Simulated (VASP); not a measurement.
Write the native input for VASP 6.6.1 that does the following.

- Task: single point
- Functional: LDA
- Potentials or basis: VASP PAW LDA potentials, release 64 (Pd)
- Cutoff: 400 eV
- k mesh: 3 × 3 × 3
- Occupations: gaussian, width 0.1 eV
- Spin: no spin polarisation
- Dipole correction: no
- Further INCAR settings: ALGO = Normal; EDIFF = 1e-06; NBANDS = 44

The structure of Pd lies in POSCAR:

```
Pd
1.0
    0.0000000000      3.8930000000      3.8930000000
    3.8930000000      0.0000000000      3.8930000000
    3.8930000000      3.8930000000      0.0000000000
Pd
7
Direct
    0.0000000000      0.0000000000      0.4166665810
    0.0000000000      0.5000000000      0.0000000000
    0.0000000000      0.5000000000      0.5000000000
    0.5000000000      0.0000000000      0.0000000000
    0.5000000000      0.0000000000      0.5000000000
    0.5000000000      0.5000000000      0.0000000000
    0.5000000000      0.5000000000      0.5000000000
```

The input as run:

INCAR

```
SYSTEM = Pd
PREC     = Accurate       ! precision mode
ENCUT    = 400            ! plane-wave cutoff, eV
EDIFF    = 1E-6           ! SCF threshold, eV
ISMEAR   = 0              ! smearing method
SIGMA    = 0.1            ! smearing width, eV
LREAL    = .FALSE.        ! projectors in reciprocal space
LASPH    = .TRUE.         ! aspherical terms in the spheres
NELM     = 120            ! most SCF steps
ALGO     = Normal         ! electronic algorithm
ISIF     = 2              ! what is computed and relaxed
LWAVE    = .FALSE.        ! write WAVECAR
LCHARG   = .TRUE.         ! write CHGCAR
LELF     = .TRUE.         ! ELF
LVHAR    = .TRUE.       
NBANDS   = 44             ! bands
GGA_COMPAT= .FALSE.
```

KPOINTS

```
Automatic mesh
0
G
  3 3 3
  0 0 0
```

Potentials or basis: VASP PAW LDA potentials, release 64 (Pd).

Command:

```sh
$ cat potpaw_LDA.64/Pd/POTCAR > POTCAR
$ mpirun -np 1 vasp_std > vasp.out
```

It gave:

| Quantity | Value |
| --- | --- |
| Pressure | -13.2 GPa |
| Largest force | 1.461 eV/Å |
| Band gap on the k mesh | zero (bands 35 and 36 overlap by 0.68 eV) |

Caveat: the k points lie up to 0.47 Å⁻¹ apart, too coarse for converged energies and pressures of a metal; forces of over 1 eV/Å act on the atoms, so gaps and moduli don't describe the material at rest.

Wall time 14 s on 1 thread of Intel(R) Xeon(R) 6975P-C (Granite Rapids), with other jobs on the host, peak memory 0.17 GiB.
